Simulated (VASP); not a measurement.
# SiW (WC type) (P-6m2) in VASP: notebook, part 2 of 3

VASP 6.6.1. The steps go on from the part before.

## (3) Single point, PBE

The input, INCAR:

```
SYSTEM = SiW
PREC     = Accurate       ! precision mode
ENCUT    = 520            ! plane-wave cutoff, eV
EDIFF    = 1E-6           ! SCF threshold, eV
ISMEAR   = -1             ! smearing method
SIGMA    = 0.1            ! smearing width, eV
LREAL    = .False.        ! projectors in reciprocal space
LASPH    = .True.         ! aspherical terms in the spheres
NELM     = 60             ! most SCF steps
ALGO     = Normal         ! electronic algorithm
ISIF     = 2              ! what is computed and relaxed
LWAVE    = .False.        ! write WAVECAR
LCHARG   = .True.         ! write CHGCAR
GGA      = PE             ! functional
LELF     = .True.         ! ELF
LVHAR    = .True.       
NBANDS   = 16             ! bands
```

The input, KPOINTS:

```
regular mesh
0
Gamma
  15 15 13
  0 0 0
```

The input, POSCAR:

```
SiW
1.0
    2.5812313038      0.0000000000      0.0000000000
   -1.2906156519      2.2354118822      0.0000000000
    0.0000000000      0.0000000000      3.6090447409
W Si
1 1
Direct
    0.0000000000      0.0000000000      0.0000000000
    0.3333333333      0.6666666667      0.5000000000
```

Potentials or basis: VASP PAW PBE potentials, release 64 (W_sv, Si).

On the command line:

```bash
$ cat potpaw_PBE.64/W_sv/POTCAR potpaw_PBE.64/Si/POTCAR > POTCAR
$ mpirun -np 1 vasp_std > vasp.out
```

OUTCAR:

```text
SYSTEM = SiW
   PREC = Accurate
   ENCUT = 520
   EDIFF = 1E-6
   ISMEAR = -1
   LREAL = .False.
   LASPH = .True.
   NELM = 60
   ISIF = 2
   GGA = PE

 ion  position               nearest neighbor table
   1  0.000  0.000  0.000-   2 2.34   2 2.34   2 2.34   2 2.34   2 2.34   2 2.34
   2  0.333  0.667  0.500-   1 2.34   1 2.34   1 2.34   1 2.34   1 2.34   1 2.34

  LATTYP: Found a hexagonal cell.
 ALAT       =     2.5812313038
 C/A-ratio  =     1.3981872665

  Lattice vectors:

 A1 = (   2.5812313038,   0.0000000000,   0.0000000000)
 A2 = (  -1.2906156519,   2.2354118822,   0.0000000000)
 A3 = (   0.0000000000,   0.0000000000,   3.6090447409)

Analysis of symmetry for initial positions (statically):
=====================================================================
 Subroutine PRICEL returns:
 Original cell was already a primitive cell.

 Routine SETGRP: Setting up the symmetry group for a
 hexagonal supercell.

 Subroutine GETGRP returns: Found 12 space group operations
 (whereof 12 operations were pure point group operations)
 out of a pool of 24 trial point group operations.

The static configuration has the point symmetry D_3h.

Analysis of symmetry for dynamics (positions and initial velocities):
=====================================================================
 Subroutine PRICEL returns:
 Original cell was already a primitive cell.

 Routine SETGRP: Setting up the symmetry group for a
 hexagonal supercell.

 Subroutine GETGRP returns: Found 12 space group operations
 (whereof 12 operations were pure point group operations)
 out of a pool of 24 trial point group operations.

The dynamic configuration has the point symmetry D_3h.

 Subroutine INISYM returns: Found 12 space group operations
 (whereof 12 operations are pure point group operations),
 and found     1 'primitive' translations

----------------------------------------------------------------------------------------

                                     Primitive cell

  volume of cell :      20.8246

  direct lattice vectors                    reciprocal lattice vectors
     2.581231304  0.000000000  0.000000000     0.387412007  0.223672427  0.000000000
    -1.290615652  2.235411882  0.000000000     0.000000000  0.447344853  0.000000000
     0.000000000  0.000000000  3.609044741     0.000000000  0.000000000  0.277081630

  length of vectors
     2.581231304  2.581231304  3.609044741     0.447344853  0.447344853  0.277081630

  position of ions in fractional coordinates (direct lattice)
     0.000000000  0.000000000  0.000000000
     0.333333333  0.666666667  0.500000000

  ion indices of the primitive-cell ions
   primitive index   ion index
                 1           1
                 2           2

----------------------------------------------------------------------------------------

 KPOINTS: regular mesh

Automatic generation of k-mesh.
 Grid dimensions read from file:
 generate k-points for:   15   15   13

 Generating k-lattice:

  Cartesian coordinates                     Fractional coordinates (reciprocal lattice)
     0.025827467  0.014911495  0.000000000     0.066666667 -0.000000000  0.000000000
     0.000000000  0.029822990  0.000000000     0.000000000  0.066666667  0.000000000
     0.000000000  0.000000000  0.021313972     0.000000000  0.000000000  0.076923077

  Length of vectors
     0.029822990  0.029822990  0.021313972

  Shift w.r.t. Gamma in fractional coordinates (k-lattice)
     0.000000000  0.000000000  0.000000000

 Subroutine IBZKPT returns following result:
 ===========================================

 Found    189 irreducible k-points:

 Following reciprocal coordinates:
            Coordinates               Weight
  0.000000  0.000000  0.000000      1.000000
  0.066667  0.000000  0.000000      6.000000
  0.133333  0.000000  0.000000      6.000000
  0.200000  0.000000  0.000000      6.000000
  0.266667  0.000000  0.000000      6.000000
  0.333333  0.000000  0.000000      6.000000
[... 16 lines left out ...]
  0.333333  0.200000  0.000000     12.000000
  0.400000  0.200000  0.000000      6.000000
 [... further k-points ...]
   k-points           NKPTS =    189   k-points in BZ     NKDIM =    189   number of bands    NBANDS=     16
   number of dos      NEDOS =    301   number of ions     NIONS =      2
   total plane-waves  NPLWV =  11200
   dimension x,y,z NGX =    20 NGY =   20 NGZ =   28
   dimension x,y,z NGXF=    40 NGYF=   40 NGZF=   56
   ions per type =               1   1
   NGX,Y,Z   is equivalent  to a cutoff of  12.88, 12.88, 12.90 a.u.
   NGXF,Y,Z  is equivalent  to a cutoff of  25.76, 25.76, 25.80 a.u.
 SYSTEM =  SiW
   PREC   = accura    normal or accurate (medium, high low for compatibility)
   ISTART =      0    job   : 0-new  1-cont  2-samecut
   ICHARG =      2    charge: 1-file 2-atom 10-const
   ISPIN  =      1    spin polarized calculation?
   LNONCOLLINEAR =      F non collinear calculations
   LSORBIT =      F    spin-orbit coupling
   LASPH  =      T    aspherical Exc in radial PAW
   ENCUT  =  520.0 eV  38.22 Ry    6.18 a.u.   4.80  4.80  6.71*2*pi/ulx,y,z
   NELM   =     60;   NELMIN=  2; NELMDL= -5     # of ELM steps
   EDIFF  = 0.1E-05   stopping-criterion for ELM
   LREAL  =      F    real-space projection
   EDIFFG = 0.1E-04   stopping-criterion for IOM
   NSW    =      0    number of steps for IOM
   IBRION =     -1    ionic relax: 0-MD 1-quasi-New 2-CG
   NFREE  =      0    steps in history (QN), initial steepest desc. (CG)
   ISIF   =      2    stress and relaxation
   ISYM   =      2    0-nonsym 1-usesym 2-fastsym
   POTIM  = 0.5000    time-step for ionic-motion
   TEBEG  =    0.0;   TEEND  =   0.0 temperature during run
   PSTRESS=    0.0 pullay stress
   NELECT =      18.0000    total number of electrons
   NUPDOWN=      -1.0000    fix difference up-down
   EMIN   =  10.00;   EMAX   =-10.00  energy-range for DOS
   EFERMI =   0.00;   METHOD = LEGACY
   ISMEAR =    -1;   SIGMA  =   0.10  broadening in eV -4-tet -1-fermi 0-gaus
   EFERMI_NEDOS =   21; number of points for ismear=-14 and -15
   IALGO  =     38    algorithm
   IMIX   =      4    mixing-type and parameters
     AMIX     =   0.40;   BMIX     =  1.00
     AMIX_MAG =   1.60;   BMIX_MAG =  1.00
  volume/ion in A,a.u.               =      10.41        70.27
  Fermi-wavevector in a.u.,A,eV,Ry     =   1.559457  2.946947 33.088094  2.431906
  Thomas-Fermi vector in A             =   2.662813
   LORBIT       =      0    0 simple, 1 ext, 2 COOP (PROOUT), +10 PAW based schemes
   GGA     = PE    functional components
   LHFCALC =     F    Hartree Fock is set to
   AEXX    =    0.0000 exact exchange contribution
   IVDW    =     0    specifies the selected vdW correction
   LEPSILON=     F    determine dielectric tensor
   LRPA    =     F    only Hartree local field effects (RPA)
 non-spin polarized calculation
  energy-cutoff  :      520.00
  volume of cell :       20.82
 maximum number of plane-waves:       576
 NGX is ok and might be reduce to    20
   NGX =  9   NGY =  9   NGZ = 13

 number of electron      18.0000003 magnetization

 Free energy of the ion-electron system (eV)
  ---------------------------------------------------
  ext. energy  EPLUGINS =         0.00000000
  ---------------------------------------------------
  free energy    TOTEN  =       -15.07949881 eV

  energy without entropy =      -15.04719080  energy(sigma->0) =      -15.06334480

 E-fermi :  16.6226     XC(G=0): -14.4093

 val. band max:       16.5823136113   @ k =   0.1333   0.0667   0.0769
 cond. band min:      16.6268797005   @ k =   0.1333   0.0667   0.1538
 fundamental gap:      0.0445660892
 Fermi energy:        16.6225528776

 k-point     1 :       0.0000    0.0000    0.0000
  band No.  band energies     occupation
      1     -56.8411      2.00000
      2     -21.6939      2.00000
      3     -20.2075      2.00000
      4     -20.2075      2.00000
      5       0.9181      2.00000
      6       9.3972      2.00000
[... 8 lines left out ...]
     15      28.6795      0.00000
     16      29.7902      0.00000

 k-point     2 :       0.0667    0.0000    0.0000
  band No.  band energies     occupation
      1     -56.8298      2.00000
      2     -21.6756      2.00000
      3     -20.3235      2.00000
      4     -20.2322      2.00000
      5       1.0797      2.00000
      6       9.6261      2.00000
[... 8 lines left out ...]
     15      29.1478      0.00000
     16      30.3313      0.00000
[... 387 lines left out ...]
      5       7.0678      2.00000
      6      10.2664      2.00000
[... 8 lines left out ...]
     15      31.1919      0.00000
     16      33.2493      0.00000

 k-point    24 :       0.4000    0.2000    0.0000
  band No.  band energies     occupation
      1     -56.5529      2.00000
      2     -22.3103      2.00000
      3     -21.3098      2.00000
      4     -21.2193      2.00000
      5       7.8005      2.00000
      6       9.9037      2.00000
[... 8 lines left out ...]
     15      31.5898      0.00000
     16      33.2409      0.00000

 [... further k-points ...]
[... 5 lines left out ...]
  --------------------------------------------------------------------------------------
  -------------------------------------------------------------------------------------
  Total       21.1593316     21.1593316     21.1272110     -0.0000000      0.0000000      0.0000000
  in kB     1627.9302077   1627.9302078   1625.4589520     -0.0000000      0.0000000      0.0000000
  external PRESSURE =    1627.1064558 kB  Pullay stress =       0.0000000 kB

 VOLUME and BASIS-vectors are now :
 -----------------------------------------------------------------------------
  energy-cutoff  :      520.00
  volume of cell :       20.82
      direct lattice vectors                 reciprocal lattice vectors
     2.581231304  0.000000000  0.000000000     0.387412007  0.223672427  0.000000000
    -1.290615652  2.235411882  0.000000000     0.000000000  0.447344853  0.000000000
     0.000000000  0.000000000  3.609044741     0.000000000  0.000000000  0.277081630

 POSITION                                       TOTAL-FORCE (eV/Angst)
 -----------------------------------------------------------------------------------
      0.00000      0.00000      0.00000        -0.000000      0.000000      0.000000
     -0.00000      1.49027      1.80452         0.000000     -0.000000      0.000000
 -----------------------------------------------------------------------------------
    total drift:                                0.000000     -0.000000      0.000000

  FREE ENERGIE OF THE ION-ELECTRON SYSTEM (eV)
  ---------------------------------------------------
  free  energy   TOTEN  =       -15.0794988075 eV

  energy  without entropy=      -15.0471907990  energy(sigma->0) =      -15.06334480
```

Wall time 20 s (1 thread of Intel Xeon 6975P-C (Granite Rapids), shared host); peak memory 0.18 GiB.

Results:

| Quantity | Value |
| --- | --- |
| Free energy | -15.0795 eV |
| Pressure | 162.7 GPa |
| Band gap on the k mesh | zero (band 9 reaches 17.95 eV, above the bottom of band 10 at 15.41 eV) |

Caveat: spin-orbit coupling is left out, which moves the levels of the heavy elements.

(Part 2 of 3 ends here.)
